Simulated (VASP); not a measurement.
# ZnSnP2 (I-42d) in VASP: further runs

The runs below take ZnSnP2 through single point, with PBEsol.

Everything below comes from runs of VASP 6.6.1. Logs are shortened: lines on timing, memory, paths and dates and some standing lists are left out, and cuts for length are marked.

## (1) The cell of the first run

The structure is tetragonal, space group I-42d (No. 122). The conventional cell has a = 5.762 Å, b = 5.762 Å, c = 11.281 Å, α = 90.00°, β = 90.00°, γ = 90.00°. Zn (site symmetry -4) has 4 P at 2.40 Å within 3.2 Å. Within 3.4 Å of Sn (site symmetry -4) lie 4 P at 2.56 Å. Within 3.2 Å of P (site symmetry 2) lie 2 Zn at 2.40 Å and 2 Sn at 2.56 Å.

## (2) Single point, PBEsol

The input, INCAR:

```
PREC = Accurate
ENCUT = 500
EDIFF = 1E-6
ISMEAR = 0
SIGMA = 0.05
LREAL = F
LASPH = T
NELM = 120
ALGO = Normal
ISIF = 2
LWAVE = F
LCHARG = F
GGA = PS
NBANDS = 46
GGA_COMPAT = F
```

The input, KPOINTS:

```
regular mesh
0
Gamma
  8 8 8
```

The input, POSCAR:

```
ZnSnP2
1.0
   -2.8808500000      2.8808500000      5.6407460960
    2.8808500000     -2.8808500000      5.6407460960
    2.8808500000      2.8808500000     -5.6407460960
Zn Sn P
2 2 4
Direct
    0.7500000000      0.2500000000      0.5000000000
    0.0000000000      0.0000000000      0.0000000000
    0.2500000000      0.7500000000      0.5000000000
    0.5000000000      0.5000000000      0.0000000000
    0.3750000000      0.3504879709      0.4754879709
    0.6495120291      0.1250000000      0.0245120291
    0.1004879709      0.6250000000      0.9754879709
    0.8750000000      0.8995120291      0.5245120291
```

Potentials or basis: VASP PAW PBE potentials, release 64 (Zn, Sn_d, P).

Started as:

```bash
cat potpaw_PBE.64/Zn/POTCAR potpaw_PBE.64/Sn_d/POTCAR potpaw_PBE.64/P/POTCAR > POTCAR
mpirun -np 1 vasp_std > vasp.out
```

OUTCAR:

```text
PREC = Accurate
   ENCUT = 500
   EDIFF = 1E-6
   ISMEAR = 0
   LREAL = F
   LASPH = T
   NELM = 120
   ISIF = 2
   GGA = PS

 ion  position               nearest neighbor table
   1  0.750  0.250  0.500-   5 2.40   7 2.40   8 2.40   6 2.40
   2  0.000  0.000  0.000-   5 2.40   6 2.40   7 2.40   8 2.40
   3  0.250  0.750  0.500-   6 2.56   5 2.56   8 2.56   7 2.56
   4  0.500  0.500  0.000-   8 2.56   6 2.56   7 2.56   5 2.56
   5  0.375  0.350  0.475-   1 2.40   2 2.40   3 2.56   4 2.56
   6  0.650  0.125  0.025-   2 2.40   1 2.40   4 2.56   3 2.56
   7  0.100  0.625  0.975-   1 2.40   2 2.40   4 2.56   3 2.56
   8  0.875  0.900  0.525-   1 2.40   2 2.40   3 2.56   4 2.56

  LATTYP: Found a body centered tetragonal cell.
 ALAT       =     5.7617000000
 C/A-ratio  =     1.9580145082

  Lattice vectors:

 A1 = (  -2.8808500000,   2.8808500000,   5.6407460960)
 A2 = (   2.8808500000,  -2.8808500000,   5.6407460960)
 A3 = (   2.8808500000,   2.8808500000,  -5.6407460960)

Analysis of symmetry for initial positions (statically):
=====================================================================
 Subroutine PRICEL returns:
 Original cell was already a primitive cell.

 Routine SETGRP: Setting up the symmetry group for a
 body centered tetragonal supercell.

 Subroutine GETGRP returns: Found  8 space group operations
 (whereof  4 operations were pure point group operations)
 out of a pool of 16 trial point group operations.

The static configuration has the point symmetry S_4 .
 The point group associated with its full space group is D_2d.

Analysis of symmetry for dynamics (positions and initial velocities):
=====================================================================
 Subroutine PRICEL returns:
 Original cell was already a primitive cell.

 Routine SETGRP: Setting up the symmetry group for a
 body centered tetragonal supercell.

 Subroutine GETGRP returns: Found  8 space group operations
 (whereof  4 operations were pure point group operations)
 out of a pool of 16 trial point group operations.

The dynamic configuration has the point symmetry S_4 .
 The point group associated with its full space group is D_2d.

 Subroutine INISYM returns: Found  8 space group operations
 (whereof  4 operations are pure point group operations),
 and found     1 'primitive' translations

----------------------------------------------------------------------------------------

                                     Primitive cell

  volume of cell :     187.2569

  direct lattice vectors                    reciprocal lattice vectors
    -2.880850000  2.880850000  5.640746096     0.000000000  0.173559887  0.088640756
     2.880850000 -2.880850000  5.640746096     0.173559887  0.000000000  0.088640756
     2.880850000  2.880850000 -5.640746096     0.173559887  0.173559887  0.000000000

  length of vectors
     6.958204507  6.958204507  6.958204507     0.194885141  0.194885141  0.245450746

  position of ions in fractional coordinates (direct lattice)
     0.750000000  0.250000000  0.500000000
     0.000000000  0.000000000  0.000000000
     0.250000000  0.750000000  0.500000000
     0.500000000  0.500000000  0.000000000
     0.375000000  0.350487971  0.475487971
     0.649512029  0.125000000  0.024512029
     0.100487971  0.625000000  0.975487971
     0.875000000  0.899512029  0.524512029

  ion indices of the primitive-cell ions
   primitive index   ion index
                 1           1
                 2           2
                 3           3
                 4           4
                 5           5
                 6           6
                 7           7
                 8           8

----------------------------------------------------------------------------------------

 KPOINTS: regular mesh

Automatic generation of k-mesh.
 Grid dimensions read from file:
 generate k-points for:    8    8    8

 Generating k-lattice:

  Cartesian coordinates                     Fractional coordinates (reciprocal lattice)
     0.000000000  0.021694986  0.011080095     0.125000000  0.000000000  0.000000000
     0.021694986  0.000000000  0.011080095     0.000000000  0.125000000  0.000000000
     0.021694986  0.021694986  0.000000000     0.000000000  0.000000000  0.125000000

  Length of vectors
     0.024360643  0.024360643  0.030681343

  Shift w.r.t. Gamma in fractional coordinates (k-lattice)
     0.000000000  0.000000000  0.000000000

 Subroutine IBZKPT returns following result:
 ===========================================

 Found     59 irreducible k-points:

 Following reciprocal coordinates:
            Coordinates               Weight
  0.000000  0.000000  0.000000      1.000000
  0.125000  0.000000  0.000000      8.000000
  0.250000  0.000000  0.000000      8.000000
  0.375000  0.000000  0.000000      8.000000
  0.500000  0.000000  0.000000      4.000000
  0.125000  0.125000  0.000000      8.000000
[... 16 lines left out ...]
  0.250000  0.125000  0.125000     16.000000
  0.375000  0.125000  0.125000      8.000000
 [... further k-points ...]
   k-points           NKPTS =     59   k-points in BZ     NKDIM =     59   number of bands    NBANDS=     46
   number of dos      NEDOS =    301   number of ions     NIONS =      8
   total plane-waves  NPLWV = 157464
   dimension x,y,z NGX =    54 NGY =   54 NGZ =   54
   dimension x,y,z NGXF=   108 NGYF=  108 NGZF=  108
   ions per type =               2   2   4
   NGX,Y,Z   is equivalent  to a cutoff of  12.90, 12.90, 12.90 a.u.
   NGXF,Y,Z  is equivalent  to a cutoff of  25.80, 25.80, 25.80 a.u.
 SYSTEM =  unknown system
   PREC   = accura    normal or accurate (medium, high low for compatibility)
   ISTART =      0    job   : 0-new  1-cont  2-samecut
   ICHARG =      2    charge: 1-file 2-atom 10-const
   ISPIN  =      1    spin polarized calculation?
   LNONCOLLINEAR =      F non collinear calculations
   LSORBIT =      F    spin-orbit coupling
   LASPH  =      T    aspherical Exc in radial PAW
   ENCUT  =  500.0 eV  36.75 Ry    6.06 a.u.  12.69 12.69 12.69*2*pi/ulx,y,z
   NELM   =    120;   NELMIN=  2; NELMDL= -5     # of ELM steps
   EDIFF  = 0.1E-05   stopping-criterion for ELM
   LREAL  =      F    real-space projection
   EDIFFG = 0.1E-04   stopping-criterion for IOM
   NSW    =      0    number of steps for IOM
   IBRION =     -1    ionic relax: 0-MD 1-quasi-New 2-CG
   NFREE  =      0    steps in history (QN), initial steepest desc. (CG)
   ISIF   =      2    stress and relaxation
   ISYM   =      2    0-nonsym 1-usesym 2-fastsym
   POTIM  = 0.5000    time-step for ionic-motion
   TEBEG  =    0.0;   TEEND  =   0.0 temperature during run
   PSTRESS=    0.0 pullay stress
   NELECT =      72.0000    total number of electrons
   NUPDOWN=      -1.0000    fix difference up-down
   EMIN   =  10.00;   EMAX   =-10.00  energy-range for DOS
   EFERMI =   0.00;   METHOD = LEGACY
   ISMEAR =     0;   SIGMA  =   0.05  broadening in eV -4-tet -1-fermi 0-gaus
   EFERMI_NEDOS =   21; number of points for ismear=-14 and -15
   IALGO  =     38    algorithm
   IMIX   =      4    mixing-type and parameters
     AMIX     =   0.40;   BMIX     =  1.00
     AMIX_MAG =   1.60;   BMIX_MAG =  1.00
  volume/ion in A,a.u.               =      23.41       157.96
  Fermi-wavevector in a.u.,A,eV,Ry     =   1.190437  2.249600 19.281361  1.417140
  Thomas-Fermi vector in A             =   2.326522
   LORBIT       =      0    0 simple, 1 ext, 2 COOP (PROOUT), +10 PAW based schemes
   GGA     = PS    functional components
   LHFCALC =     F    Hartree Fock is set to
   AEXX    =    0.0000 exact exchange contribution
   IVDW    =     0    specifies the selected vdW correction
   LEPSILON=     F    determine dielectric tensor
   LRPA    =     F    only Hartree local field effects (RPA)
 non-spin polarized calculation
 Gauss-broadening in eV      SIGMA  =   0.05
  energy-cutoff  :      500.00
  volume of cell :      187.26
 maximum number of plane-waves:      4805
 NGX is ok and might be reduce to    54
   NGX = 25   NGY = 25   NGZ = 25

 number of electron      72.0000007 magnetization

 Free energy of the ion-electron system (eV)
  ---------------------------------------------------
  ext. energy  EPLUGINS =         0.00000000
  ---------------------------------------------------
  free energy    TOTEN  =       -36.04807012 eV

  energy without entropy =      -36.04807012  energy(sigma->0) =      -36.04807012

 E-fermi :   4.5744     XC(G=0):  -9.5772

 val. band max:        4.3128018363   @ k =   0.0000   0.0000   0.0000
 cond. band min:       4.7958066730   @ k =   0.0000   0.0000   0.0000
 fundamental gap:      0.4830048367
 Fermi energy:         4.5744001715

 k-point     1 :       0.0000    0.0000    0.0000
  band No.  band energies     occupation
      1     -17.2015      2.00000
      2     -17.2015      2.00000
      3     -17.1963      2.00000
      4     -17.1786      2.00000
      5     -17.1748      2.00000
      6     -17.1748      2.00000
[... 38 lines left out ...]
     45       8.9738      0.00000
     46       9.0104      0.00000

 k-point     2 :       0.1250    0.0000    0.0000
  band No.  band energies     occupation
      1     -17.2022      2.00000
      2     -17.2008      2.00000
      3     -17.1957      2.00000
      4     -17.1793      2.00000
      5     -17.1758      2.00000
      6     -17.1740      2.00000
[... 38 lines left out ...]
     45       8.7965      0.00000
     46       9.1767      0.00000

 k-point     3 :       0.2500    0.0000    0.0000
  band No.  band energies     occupation
      1     -17.2035      2.00000
      2     -17.1990      2.00000
      3     -17.1949      2.00000
      4     -17.1804      2.00000
      5     -17.1783      2.00000
      6     -17.1726      2.00000
[... 38 lines left out ...]
     45       8.6801      0.00000
     46       9.4134      0.00000

 k-point     4 :       0.3750    0.0000    0.0000
  band No.  band energies     occupation
      1     -17.2046      2.00000
      2     -17.1966      2.00000
      3     -17.1944      2.00000
      4     -17.1822      2.00000
      5     -17.1802      2.00000
      6     -17.1716      2.00000
[... 920 lines left out ...]
     45       9.1371      0.00000
     46       9.2088      0.00000

 k-point    23 :       0.2500    0.1250    0.1250
  band No.  band energies     occupation
      1     -17.2015      2.00000
      2     -17.1975      2.00000
      3     -17.1935      2.00000
      4     -17.1831      2.00000
      5     -17.1796      2.00000
      6     -17.1759      2.00000
[... 38 lines left out ...]
     45       9.3467      0.00000
     46       9.5754      0.00000

 k-point    24 :       0.3750    0.1250    0.1250
  band No.  band energies     occupation
      1     -17.2019      2.00000
      2     -17.1960      2.00000
      3     -17.1935      2.00000
      4     -17.1840      2.00000
      5     -17.1806      2.00000
      6     -17.1756      2.00000
[... 38 lines left out ...]
     45       9.4565      0.00000
     46       9.5476      0.00000

 [... further k-points ...]
[... 5 lines left out ...]
  --------------------------------------------------------------------------------------
  -------------------------------------------------------------------------------------
  Total       -4.3355150     -4.3355150     -2.7273990      0.0000000     -0.0000000      0.0000000
  in kB      -37.0948344    -37.0948344    -23.3357322      0.0000000     -0.0000000      0.0000000
  external PRESSURE =     -32.5084670 kB  Pullay stress =       0.0000000 kB

 VOLUME and BASIS-vectors are now :
 -----------------------------------------------------------------------------
  energy-cutoff  :      500.00
  volume of cell :      187.26
      direct lattice vectors                 reciprocal lattice vectors
    -2.880850000  2.880850000  5.640746096     0.000000000  0.173559887  0.088640756
     2.880850000 -2.880850000  5.640746096     0.173559887  0.000000000  0.088640756
     2.880850000  2.880850000 -5.640746096     0.173559887  0.173559887  0.000000000

 POSITION                                       TOTAL-FORCE (eV/Angst)
 -----------------------------------------------------------------------------------
      0.00000      2.88085      2.82037         0.000000     -0.000000     -0.000000
      0.00000      0.00000      0.00000         0.000000     -0.000000      0.000000
      2.88085      0.00000      2.82037         0.000000     -0.000000      0.000000
      0.00000      0.00000      5.64075         0.000000     -0.000000     -0.000000
      1.29919      1.44043      1.41019         0.154488      0.000000     -0.000000
     -1.44043      1.58166      4.23056         0.000000     -0.154488      0.000000
      4.32127      1.29919     -1.41019         0.000000      0.154488     -0.000000
      1.58166      1.44043      7.05093        -0.154488     -0.000000      0.000000
 -----------------------------------------------------------------------------------
    total drift:                               -0.000001     -0.000001     -0.000001

  FREE ENERGIE OF THE ION-ELECTRON SYSTEM (eV)
  ---------------------------------------------------
  free  energy   TOTEN  =       -36.0480701163 eV

  energy  without entropy=      -36.0480701163  energy(sigma->0) =      -36.04807012
```

It took 8.2 min on 1 thread of Intel Xeon Platinum 8488C (Sapphire Rapids), shared host; peak memory 0.66 GiB.

What came out:

```
Free energy            : -36.0481 eV
Pressure               : -3.3 GPa
Largest force          : 0.154 eV/Å
Band gap on the k mesh : 0.48 eV
```

Forces in eV/Å, atoms in the order of the input:
```
Zn   0.000  0.000  0.000
Zn   0.000  0.000  0.000
Sn   0.000  0.000  0.000
Sn   0.000  0.000  0.000
P    0.154  0.000  0.000
P    0.000 -0.154  0.000
P    0.000  0.154  0.000
P   -0.154  0.000  0.000
```

Caveat: the cell stands under tension; the PAW data sets were made with another functional, which shifts forces and pressure a little; spin-orbit coupling is left out, which moves the levels of the heavy elements. A k mesh can miss the band edges.

## (3) Single point, PBEsol

This run uses another cell than the first one, of 23.95 Å³/atom.

The input, INCAR:

```
  PREC = Accurate
  ENCUT = 500
  EDIFF = 1E-6
  ISMEAR = 0
  SIGMA = 0.05
  LREAL = False
  LASPH = True
  NELM = 120
  ALGO = Normal
  ISIF = 2
  LWAVE = False
  LCHARG = True
  GGA = PS
  LELF = True
  LVHAR = True
  NBANDS = 46
  GGA_COMPAT = False
```

KPOINTS is that of step 2.

Changes to POSCAR since step 2:

```diff
@@ -2,5 +2,5 @@
 1.0
-   -2.8808500000      2.8808500000      5.6407460960
-    2.8808500000     -2.8808500000      5.6407460960
-    2.8808500000      2.8808500000     -5.6407460960
+   -2.9511000000      2.9511000000      5.4997500000
+    2.9511000000     -2.9511000000      5.4997500000
+    2.9511000000      2.9511000000     -5.4997500000
 Zn Sn P
```

Potentials or basis: VASP PAW PBE potentials, release 64 (Zn, Sn_d, P).

Started as:

```bash
cat potpaw_PBE.64/Zn/POTCAR potpaw_PBE.64/Sn_d/POTCAR potpaw_PBE.64/P/POTCAR > POTCAR
mpirun -np 1 vasp_std > vasp.out
```

It took 9.3 min on 1 thread of Intel Xeon Platinum 8375C at 2.90GHz (Ice Lake), shared host; peak memory 0.61 GiB.

The run converged. Its results:

```yaml
Free_energy: -35.8414 eV
Pressure: -4.6 GPa
Largest_force: 0.261 eV/Å
Band_gap_on_the_k_mesh: 0.22 eV
```

Forces in eV/Å, atoms in the order of the input:
```
Zn   0.000  0.000  0.000
Zn   0.000  0.000  0.000
Sn   0.000  0.000  0.000
Sn   0.000  0.000  0.000
P    0.261  0.000  0.000
P    0.000 -0.261  0.000
P    0.000  0.261  0.000
P   -0.261  0.000  0.000
```

Stress tensor (GPa, compression positive):
```
-5.86  0.00  0.00
 0.00 -5.86  0.00
 0.00  0.00 -2.15
```

Levels at points of the mesh, in eV from the valence-band top:
| k point | band 34 | band 35 | band 36 | band 37 | band 38 | band 39 |
| --- | --- | --- | --- | --- | --- | --- |
| (0.00, 0.00, 0.00) | -0.32 | -0.32 | 0.00 | 0.22 | 0.91 | 0.93 |
| (0.50, 0.00, 0.00) | -1.83 | -1.53 | -1.02 | 2.08 | 2.13 | 2.67 |
| (0.50, 0.50, 0.00) | -1.45 | -0.87 | -0.87 | 0.61 | 0.61 | 2.14 |
| (0.50, 0.50, 0.50) | -2.00 | -1.63 | -1.63 | 0.96 | 0.96 | 1.31 |

Caveat: the cell stands under tension; the PAW data sets were made with another functional, which shifts forces and pressure a little; spin-orbit coupling is left out, which moves the levels of the heavy elements.

## (4) Single point, PBEsol

This run uses another cell than the first one, of 25.79 Å³/atom.

The input, INCAR:

```
PREC     = Accurate       # precision mode
ENCUT    = 500            # plane-wave cutoff, eV
EDIFF    = 1E-6           # SCF threshold, eV
ISMEAR   = 0              # smearing method
SIGMA    = 0.05           # smearing width, eV
LREAL    = F              # projectors in reciprocal space
LASPH    = T              # aspherical terms in the spheres
NELM     = 120            # most SCF steps
ALGO     = Normal         # electronic algorithm
ISIF     = 2              # what is computed and relaxed
LWAVE    = F              # write WAVECAR
LCHARG   = T              # write CHGCAR
GGA      = PS             # functional
LELF     = T              # ELF
LVHAR    = T            
NBANDS   = 46             # bands
GGA_COMPAT= F
```

KPOINTS is that of step 3.

Changes to POSCAR since step 3:

```diff
@@ -2,5 +2,5 @@
 1.0
-   -2.9511000000      2.9511000000      5.4997500000
-    2.9511000000     -2.9511000000      5.4997500000
-    2.9511000000      2.9511000000     -5.4997500000
+   -2.9511000000      2.9511000000      5.9228000000
+    2.9511000000     -2.9511000000      5.9228000000
+    2.9511000000      2.9511000000     -5.9228000000
 Zn Sn P
```

Started as:

```bash
cat potpaw_PBE.64/Zn/POTCAR potpaw_PBE.64/Sn_d/POTCAR potpaw_PBE.64/P/POTCAR > POTCAR
mpirun -np 1 vasp_std > vasp.out
```

Wall time 13 min (1 thread of Intel Xeon Platinum 8375C at 2.90GHz (Ice Lake), shared host); peak memory 0.69 GiB.

Results (log left out):

| Quantity | Value |
| --- | --- |
| Free energy | -35.3846 eV |
| Pressure | -7.7 GPa |
| Largest force | 0.256 eV/Å |
| Band gap on the k mesh | 0.08 eV |

Forces on the atoms (eV/Å):
```
Zn   0.000  0.000  0.000
Zn   0.000  0.000  0.000
Sn   0.000  0.000  0.000
Sn   0.000  0.000  0.000
P    0.256  0.000  0.000
P    0.000 -0.256  0.000
P    0.000  0.256  0.000
P   -0.256  0.000  0.000
```

Stress tensor (GPa, compression positive):
```
-7.77  0.00  0.00
 0.00 -7.77  0.00
 0.00  0.00 -7.66
```

Levels at points of the mesh, in eV from the valence-band top:
```csv
k point,band 33,band 34,band 35,band 36,band 37,band 38,band 39,band 40
"(0.00, 0.00, 0.00)",-2.12,0.00,0.00,0.00,0.08,1.44,1.49,3.21
"(0.50, 0.00, 0.00)",-1.91,-1.59,-1.23,-0.82,1.97,2.19,2.64,3.36
"(0.50, 0.50, 0.00)",-0.93,-0.93,-0.67,-0.67,0.71,0.71,2.60,2.60
"(0.50, 0.50, 0.50)",-1.46,-1.46,-1.12,-1.12,1.20,1.20,1.49,1.49
```

Caveat: the cell stands under tension; the PAW data sets were made with another functional, which shifts forces and pressure a little; spin-orbit coupling is left out, which moves the levels of the heavy elements.

## (5) Summary

```csv
cell,gap on the mesh (eV),pressure (GPa),largest force (eV/Å)
"a = 6.958 Å, angles 131.1, 131.1, 71.7°, 8 atoms",0.48,-3.3,0.15
"a = 6.904 Å, angles 129.4, 129.4, 74.4°, 8 atoms",0.22,-4.6,0.26
"a = 7.246 Å, angles 131.9, 131.9, 70.3°, 8 atoms",0.08,-7.7,0.26
```

Alike in all rows: task single point; level PBEsol; potentials or basis VASP PAW PBE potentials, release 64 (Zn, Sn_d, P); no spin polarisation; k mesh 8 × 8 × 8; cutoff (eV) 500; smearing gaussian 0.05 eV.

Caveats: the cell stands under tension; the PAW data sets were made with another functional, which shifts forces and pressure a little; spin-orbit coupling is left out, which moves the levels of the heavy elements.

Absolute energies hang on the potentials; compare differences alone.
